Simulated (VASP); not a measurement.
# Ga (Cmcm) in VASP: a series of runs

Runs on Ga. Level: PBEsol. Tasks: single point.

Everything below comes from runs of VASP 6.6.1. Logs are shortened: lines on timing, memory, paths and dates and some standing lists are left out, and cuts for length are marked.

### 1 The cell of the first run

It takes space group Cmcm (No. 63, orthorhombic). Conventional cell: a = 2.793 Å, b = 8.046 Å, c = 3.382 Å, α = 90.00°, β = 90.00°, γ = 90.00°. Ga (site symmetry m2m) has 10 Ga at 2.74 to 3.38 Å within 3.6 Å.

### 2 Single point, PBEsol (19.01 Å³/atom)

The input, INCAR:

```
SYSTEM = Ga
PREC = Accurate
ENCUT = 520
EDIFF = 1E-6
ISMEAR = 0
SIGMA = 0.1
LREAL = .False.
LASPH = .True.
NELM = 80
ALGO = Fast
ISIF = 2
LWAVE = .False.
LCHARG = .True.
GGA = PS
LELF = .True.
LVHAR = .True.
NBANDS = 20
```

The input, KPOINTS:

```
regular mesh
0
Gamma
  16 16 14
  0 0 0
```

The input, POSCAR:

```
Ga
1.0
    1.3967361166     -4.0231567062      0.0000000000
    1.3967361166      4.0231567062      0.0000000000
    0.0000000000      0.0000000000      3.3824348368
Ga
2
Direct
    0.8658601960      0.1341398040      0.2500000000
    0.1341398040      0.8658601960      0.7500000000
```

Potentials or basis: VASP PAW PBE potentials, release 64 (Ga_d).

On the command line:

```
cat potpaw_PBE.64/Ga_d/POTCAR > POTCAR
mpirun -np 1 vasp_std > vasp.out
```

OUTCAR:

```text
SYSTEM = Ga
   PREC = Accurate
   ENCUT = 520
   EDIFF = 1E-6
   ISMEAR = 0
   LREAL = .False.
   LASPH = .True.
   NELM = 80
   ISIF = 2
   GGA = PS

 ion  position               nearest neighbor table
   1  0.866  0.134  0.250-   2 2.74   2 2.74   2 2.88   2 2.88   2 2.88   2 2.88
   2  0.134  0.866  0.750-   1 2.74   1 2.74   1 2.88   1 2.88   1 2.88   1 2.88

  LATTYP: Found a base centered orthorhombic cell.
 ALAT       =     2.7934722332
 B/A-ratio  =     2.8803985652
 C/A-ratio  =     1.2108353169

  Lattice vectors:

 A1 = (   1.3967361166,  -4.0231567062,   0.0000000000)
 A2 = (   1.3967361166,   4.0231567062,   0.0000000000)
 A3 = (   0.0000000000,   0.0000000000,   3.3824348368)

Analysis of symmetry for initial positions (statically):
=====================================================================
 Subroutine PRICEL returns:
 Original cell was already a primitive cell.

 Routine SETGRP: Setting up the symmetry group for a
 base centered orthorhombic supercell.

 Subroutine GETGRP returns: Found  8 space group operations
 (whereof  4 operations were pure point group operations)
 out of a pool of  8 trial point group operations.

The static configuration has the point symmetry C_2h.
 The point group associated with its full space group is D_2h.

Analysis of symmetry for dynamics (positions and initial velocities):
=====================================================================
 Subroutine PRICEL returns:
 Original cell was already a primitive cell.

 Routine SETGRP: Setting up the symmetry group for a
 base centered orthorhombic supercell.

 Subroutine GETGRP returns: Found  8 space group operations
 (whereof  4 operations were pure point group operations)
 out of a pool of  8 trial point group operations.

The dynamic configuration has the point symmetry C_2h.
 The point group associated with its full space group is D_2h.

 Subroutine INISYM returns: Found  8 space group operations
 (whereof  4 operations are pure point group operations),
 and found     1 'primitive' translations

----------------------------------------------------------------------------------------

                                     Primitive cell

  volume of cell :      38.0138

  direct lattice vectors                    reciprocal lattice vectors
     1.396736117 -4.023156706  0.000000000     0.357977426 -0.124280518  0.000000000
     1.396736117  4.023156706  0.000000000     0.357977426  0.124280518  0.000000000
     0.000000000  0.000000000  3.382434837     0.000000000  0.000000000  0.295645016

  length of vectors
     4.258715964  4.258715964  3.382434837     0.378937310  0.378937310  0.295645016

  position of ions in fractional coordinates (direct lattice)
     0.865860196  0.134139804  0.250000000
     0.134139804  0.865860196  0.750000000

  ion indices of the primitive-cell ions
   primitive index   ion index
                 1           1
                 2           2

----------------------------------------------------------------------------------------

 KPOINTS: regular mesh

Automatic generation of k-mesh.
 Grid dimensions read from file:
 generate k-points for:   16   16   14

 Generating k-lattice:

  Cartesian coordinates                     Fractional coordinates (reciprocal lattice)
     0.022373589 -0.007767532  0.000000000     0.062500000 -0.000000000  0.000000000
     0.022373589  0.007767532  0.000000000    -0.000000000  0.062500000  0.000000000
     0.000000000  0.000000000  0.021117501     0.000000000  0.000000000  0.071428571

  Length of vectors
     0.023683582  0.023683582  0.021117501

  Shift w.r.t. Gamma in fractional coordinates (k-lattice)
     0.000000000  0.000000000  0.000000000

 Subroutine IBZKPT returns following result:
 ===========================================

 Found    584 irreducible k-points:

 Following reciprocal coordinates:
            Coordinates               Weight
  0.000000  0.000000  0.000000      1.000000
  0.062500  0.000000  0.000000      4.000000
  0.125000  0.000000  0.000000      4.000000
  0.187500  0.000000  0.000000      4.000000
  0.250000  0.000000  0.000000      4.000000
  0.312500 -0.000000  0.000000      4.000000
[... 16 lines left out ...]
 -0.125000  0.062500  0.000000      4.000000
 -0.062500  0.062500  0.000000      2.000000
 [... further k-points ...]
   k-points           NKPTS =    584   k-points in BZ     NKDIM =    584   number of bands    NBANDS=     20
   number of dos      NEDOS =    301   number of ions     NIONS =      2
   total plane-waves  NPLWV =  28672
   dimension x,y,z NGX =    32 NGY =   32 NGZ =   28
   dimension x,y,z NGXF=    64 NGYF=   64 NGZF=   56
   ions per type =               2
   NGX,Y,Z   is equivalent  to a cutoff of  12.49, 12.49, 13.76 a.u.
   NGXF,Y,Z  is equivalent  to a cutoff of  24.98, 24.98, 27.52 a.u.
 SYSTEM =  Ga
   PREC   = accura    normal or accurate (medium, high low for compatibility)
   ISTART =      0    job   : 0-new  1-cont  2-samecut
   ICHARG =      2    charge: 1-file 2-atom 10-const
   ISPIN  =      1    spin polarized calculation?
   LNONCOLLINEAR =      F non collinear calculations
   LSORBIT =      F    spin-orbit coupling
   LASPH  =      T    aspherical Exc in radial PAW
   ENCUT  =  520.0 eV  38.22 Ry    6.18 a.u.   7.92  7.92  6.29*2*pi/ulx,y,z
   NELM   =     80;   NELMIN=  2; NELMDL= -5     # of ELM steps
   EDIFF  = 0.1E-05   stopping-criterion for ELM
   LREAL  =      F    real-space projection
   EDIFFG = 0.1E-04   stopping-criterion for IOM
   NSW    =      0    number of steps for IOM
   IBRION =     -1    ionic relax: 0-MD 1-quasi-New 2-CG
   NFREE  =      0    steps in history (QN), initial steepest desc. (CG)
   ISIF   =      2    stress and relaxation
   ISYM   =      2    0-nonsym 1-usesym 2-fastsym
   POTIM  = 0.5000    time-step for ionic-motion
   TEBEG  =    0.0;   TEEND  =   0.0 temperature during run
   PSTRESS=    0.0 pullay stress
   NELECT =      26.0000    total number of electrons
   NUPDOWN=      -1.0000    fix difference up-down
   EMIN   =  10.00;   EMAX   =-10.00  energy-range for DOS
   EFERMI =   0.00;   METHOD = LEGACY
   ISMEAR =     0;   SIGMA  =   0.10  broadening in eV -4-tet -1-fermi 0-gaus
   EFERMI_NEDOS =   21; number of points for ismear=-14 and -15
   IALGO  =     68    algorithm
   IMIX   =      4    mixing-type and parameters
     AMIX     =   0.40;   BMIX     =  1.00
     AMIX_MAG =   1.60;   BMIX_MAG =  1.00
  volume/ion in A,a.u.               =      19.01       128.26
  Fermi-wavevector in a.u.,A,eV,Ry     =   1.442400  2.725741 28.307161  2.080518
  Thomas-Fermi vector in A             =   2.560924
   LORBIT       =      0    0 simple, 1 ext, 2 COOP (PROOUT), +10 PAW based schemes
   GGA     = PS    functional components
   LHFCALC =     F    Hartree Fock is set to
   AEXX    =    0.0000 exact exchange contribution
   IVDW    =     0    specifies the selected vdW correction
   LEPSILON=     F    determine dielectric tensor
   LRPA    =     F    only Hartree local field effects (RPA)
 non-spin polarized calculation
 RMM-DIIS sequential band-by-band and
 Gauss-broadening in eV      SIGMA  =   0.10
  energy-cutoff  :      520.00
  volume of cell :       38.01
 maximum number of plane-waves:      1047
   NGX = 15   NGY = 15   NGZ = 13

 number of electron      26.0000005 magnetization

 Free energy of the ion-electron system (eV)
  ---------------------------------------------------
  ext. energy  EPLUGINS =         0.00000000
  ---------------------------------------------------
  free energy    TOTEN  =        -6.66652572 eV

  energy without entropy =       -6.66274358  energy(sigma->0) =       -6.66463465

 E-fermi :   5.3265     XC(G=0): -11.0711

 val. band max:        5.3217807040   @ k =  -0.1250   0.1250   0.0714
 cond. band min:       5.3270770221   @ k =   0.3125   0.1250   0.3571
 fundamental gap:      0.0052963182
 Fermi energy:         5.3264954145

 k-point     1 :       0.0000    0.0000    0.0000
  band No.  band energies     occupation
      1      -9.7899      2.00000
      2      -9.7867      2.00000
      3      -9.7372      2.00000
      4      -9.7311      2.00000
      5      -9.4806      2.00000
      6      -9.4778      2.00000
[... 12 lines left out ...]
     19      15.7645      0.00000
     20      18.1699      0.00000

 k-point     2 :       0.0625    0.0000    0.0000
  band No.  band energies     occupation
      1      -9.7870      2.00000
      2      -9.7794      2.00000
      3      -9.7323      2.00000
      4      -9.7145      2.00000
      5      -9.4873      2.00000
      6      -9.4831      2.00000
[... 12 lines left out ...]
     19      16.0328      0.00000
     20      18.7916      0.00000

 k-point     3 :       0.1250    0.0000    0.0000
  band No.  band energies     occupation
      1      -9.7788      2.00000
      2      -9.7611      2.00000
      3      -9.7118      2.00000
      4      -9.6729      2.00000
      5      -9.5063      2.00000
      6      -9.4990      2.00000
[... 12 lines left out ...]
     19      16.1578      0.00000
     20      19.2596      0.00000

 k-point     4 :       0.1875    0.0000    0.0000
  band No.  band energies     occupation
      1      -9.7670      2.00000
      2      -9.7392      2.00000
      3      -9.6776      2.00000
      4      -9.6177      2.00000
      5      -9.5354      2.00000
      6      -9.5201      2.00000
[... 12 lines left out ...]
     19      16.2503      0.00000
     20      19.9572      0.00000

 k-point     5 :       0.2500    0.0000    0.0000
  band No.  band energies     occupation
      1      -9.7541      2.00000
      2      -9.7176      2.00000
      3      -9.6422      2.00000
      4      -9.5938      2.00000
      5      -9.5705      2.00000
      6      -9.5044      2.00000
[... 12 lines left out ...]
     19      16.3695      0.00000
     20      20.0116      0.00000
[... 353 lines left out ...]
      6      -9.5328      2.00000
[... 12 lines left out ...]
     19      15.6475      0.00000
     20      20.9484      0.00000

 k-point    22 :      -0.1875    0.0625    0.0000
  band No.  band energies     occupation
      1      -9.7672      2.00000
      2      -9.7595      2.00000
      3      -9.7228      2.00000
      4      -9.6527      2.00000
      5      -9.5144      2.00000
      6      -9.5142      2.00000
[... 12 lines left out ...]
     19      15.6576      0.00000
     20      20.1998      0.00000

 k-point    23 :      -0.1250    0.0625    0.0000
  band No.  band energies     occupation
      1      -9.7821      2.00000
      2      -9.7789      2.00000
      3      -9.7414      2.00000
      4      -9.6953      2.00000
      5      -9.4949      2.00000
      6      -9.4925      2.00000
[... 12 lines left out ...]
     19      15.7479      0.00000
     20      18.6490      0.00000

 k-point    24 :      -0.0625    0.0625    0.0000
  band No.  band energies     occupation
      1      -9.7887      2.00000
      2      -9.7858      2.00000
      3      -9.7465      2.00000
      4      -9.7160      2.00000
      5      -9.4844      2.00000
      6      -9.4833      2.00000
[... 12 lines left out ...]
     19      15.8882      0.00000
     20      17.6540      0.00000

 [... further k-points ...]

------------------------ aborting loop because EDIFF is reached ----------------------------------------

  FORCE on cell =-STRESS in cart. coord.  units (eV):
  Direction    XX          YY          ZZ          XY          YZ          ZX
  --------------------------------------------------------------------------------------
  -------------------------------------------------------------------------------------
  Total       -0.7018126     -0.7259271     -0.7128309      0.0000000      0.0000000      0.0000000
  in kB      -29.5795098    -30.5958710    -30.0439026      0.0000000      0.0000000      0.0000000
  external PRESSURE =     -30.0730945 kB  Pullay stress =       0.0000000 kB

 VOLUME and BASIS-vectors are now :
 -----------------------------------------------------------------------------
  energy-cutoff  :      520.00
  volume of cell :       38.01
      direct lattice vectors                 reciprocal lattice vectors
     1.396736117 -4.023156706  0.000000000     0.357977426 -0.124280518  0.000000000
     1.396736117  4.023156706  0.000000000     0.357977426  0.124280518  0.000000000
     0.000000000  0.000000000  3.382434837     0.000000000  0.000000000  0.295645016

 POSITION                                       TOTAL-FORCE (eV/Angst)
 -----------------------------------------------------------------------------------
      1.39674     -2.94383      0.84561         0.000000      0.000752     -0.000000
      1.39674      2.94383      2.53683         0.000000     -0.000752      0.000000
 -----------------------------------------------------------------------------------
    total drift:                                0.000000     -0.000000      0.000000

  FREE ENERGIE OF THE ION-ELECTRON SYSTEM (eV)
  ---------------------------------------------------
  free  energy   TOTEN  =        -6.6665257177 eV

  energy  without entropy=       -6.6627435845  energy(sigma->0) =       -6.66463465
```

Run time: 9.2 min. Hardware: 1 thread of Intel Xeon 8259CL, shared host; peak memory 0.45 GiB.

What came out:

```yaml
Free_energy: -6.6665 eV
Pressure: -3.0 GPa
Band_gap_on_the_k_mesh: zero (bands 13 and 14 overlap by 8.19 eV)
```

Caveat: the cell stands under tension; the PAW data sets were made with another functional, which shifts forces and pressure a little.

### 3 Single point, PBEsol (19.72 Å³/atom)

This run uses another cell than the first one, of 19.72 Å³/atom.

The input, INCAR:

```
SYSTEM = Ga
PREC     = Accurate       ! precision mode
ENCUT    = 520            ! plane-wave cutoff, eV
EDIFF    = 1E-6           ! SCF threshold, eV
ISMEAR   = 0              ! smearing method
SIGMA    = 0.1            ! smearing width, eV
LREAL    = .False.        ! projectors in reciprocal space
LASPH    = .True.         ! aspherical terms in the spheres
NELM     = 80             ! most SCF steps
ALGO     = Fast           ! electronic algorithm
ISIF     = 2              ! what is computed and relaxed
LWAVE    = .False.        ! write WAVECAR
LCHARG   = .False.        ! write CHGCAR
GGA      = PS             ! functional
NBANDS   = 20             ! bands
```

The input, KPOINTS:

```
Automatic mesh
0
Gamma
  16 16 14
  0 0 0
```

The input, POSCAR:

```
Ga
1.0
    1.4140886501     -4.0731389189      0.0000000000
    1.4140886501      4.0731389189      0.0000000000
    0.0000000000      0.0000000000      3.4244569577
Ga
2
Direct
    0.8658601960      0.1341398040      0.2500000000
    0.1341398040      0.8658601960      0.7500000000
```

Potentials or basis: VASP PAW PBE potentials, release 64 (Ga_d).

On the command line:

```
cat potpaw_PBE.64/Ga_d/POTCAR > POTCAR
mpirun -np 1 vasp_std > vasp.out
```

OUTCAR:

```text
SYSTEM = Ga
   PREC = Accurate
   ENCUT = 520
   EDIFF = 1E-6
   ISMEAR = 0
   LREAL = .False.
   LASPH = .True.
   NELM = 80
   ISIF = 2
   GGA = PS

 ion  position               nearest neighbor table
   1  0.866  0.134  0.250-   2 2.78   2 2.78   2 2.91   2 2.91   2 2.91   2 2.91
   2  0.134  0.866  0.750-   1 2.78   1 2.78   1 2.91   1 2.91   1 2.91   1 2.91

  LATTYP: Found a base centered orthorhombic cell.
 ALAT       =     2.8281773002
 B/A-ratio  =     2.8803985653
 C/A-ratio  =     1.2108353170

  Lattice vectors:

[... 743 lines left out ...]

  FORCE on cell =-STRESS in cart. coord.  units (eV):
  Direction    XX          YY          ZZ          XY          YZ          ZX
  --------------------------------------------------------------------------------------
  -------------------------------------------------------------------------------------
  Total       -1.0921826     -1.1319976     -1.1128607      0.0000000      0.0000000      0.0000000
  in kB      -44.3586443    -45.9757181    -45.1984782      0.0000000      0.0000000      0.0000000
  external PRESSURE =     -45.1776136 kB  Pullay stress =       0.0000000 kB

 VOLUME and BASIS-vectors are now :
 -----------------------------------------------------------------------------
  energy-cutoff  :      520.00
  volume of cell :       39.45
      direct lattice vectors                 reciprocal lattice vectors
     1.414088650 -4.073138919  0.000000000     0.353584621 -0.122755450  0.000000000
     1.414088650  4.073138919  0.000000000     0.353584621  0.122755450  0.000000000
     0.000000000  0.000000000  3.424456958     0.000000000  0.000000000  0.292017103

 POSITION                                       TOTAL-FORCE (eV/Angst)
 -----------------------------------------------------------------------------------
      1.41409     -2.98040      0.85611         0.000000      0.007695      0.000000
      1.41409      2.98040      2.56834         0.000000     -0.007695     -0.000000
 -----------------------------------------------------------------------------------
    total drift:                                0.000000     -0.000000      0.000000

  FREE ENERGIE OF THE ION-ELECTRON SYSTEM (eV)
  ---------------------------------------------------
  free  energy   TOTEN  =        -6.6325323786 eV

  energy  without entropy=       -6.6284608996  energy(sigma->0) =       -6.63049664
```

OSZICAR:

```text
N       E                     dE             d eps       ncg     rms          rms(c)
DAV:   1     0.131989164038E+03    0.13199E+03   -0.13213E+04 24368   0.241E+03
DAV:   2     0.499691407687E+01   -0.12699E+03   -0.12390E+03 24224   0.384E+02
DAV:   3    -0.653003261802E+01   -0.11527E+02   -0.11468E+02 26332   0.950E+01
DAV:   4    -0.670824137931E+01   -0.17821E+00   -0.17811E+00 26812   0.131E+01
DAV:   5    -0.671122206068E+01   -0.29807E-02   -0.29805E-02 26836   0.166E+00    0.142E+00
RMM:   6    -0.664498297886E+01    0.66239E-01   -0.12088E-01 31576   0.418E+00    0.697E-01
RMM:   7    -0.663391187146E+01    0.11071E-01   -0.30604E-02 32685   0.166E+00    0.212E-01
RMM:   8    -0.663247965502E+01    0.14322E-02   -0.30325E-03 33868   0.560E-01    0.196E-02
RMM:   9    -0.663251688211E+01   -0.37227E-04   -0.53739E-04 35427   0.284E-01    0.123E-02
RMM:  10    -0.663253034546E+01   -0.13463E-04   -0.15714E-04 39022   0.118E-01    0.492E-03
RMM:  11    -0.663253223448E+01   -0.18890E-05   -0.16116E-05 30211   0.357E-02    0.165E-03
RMM:  12    -0.663253237863E+01   -0.14414E-06   -0.35775E-06 19829   0.203E-02
   1 F= -.66325324E+01 E0= -.66304966E+01  d E =-.407148E-02
```

Wall time 8.4 min (1 thread of Intel Xeon 8259CL, shared host); peak memory 0.47 GiB.

Results:

- Free energy: -6.6325 eV
- Pressure: -4.5 GPa
- Largest force: 0.008 eV/Å
- Band gap on the k mesh: zero (bands 13 and 14 overlap by 7.92 eV)

Forces in eV/Å, atoms in the order of the input:
```
Ga   0.000  0.008  0.000
Ga   0.000 -0.008  0.000
```

Stress tensor (GPa, compression positive):
```
-4.44  0.00  0.00
 0.00 -4.60  0.00
 0.00  0.00 -4.52
```

Caveat: the cell stands under tension; the PAW data sets were made with another functional, which shifts forces and pressure a little.
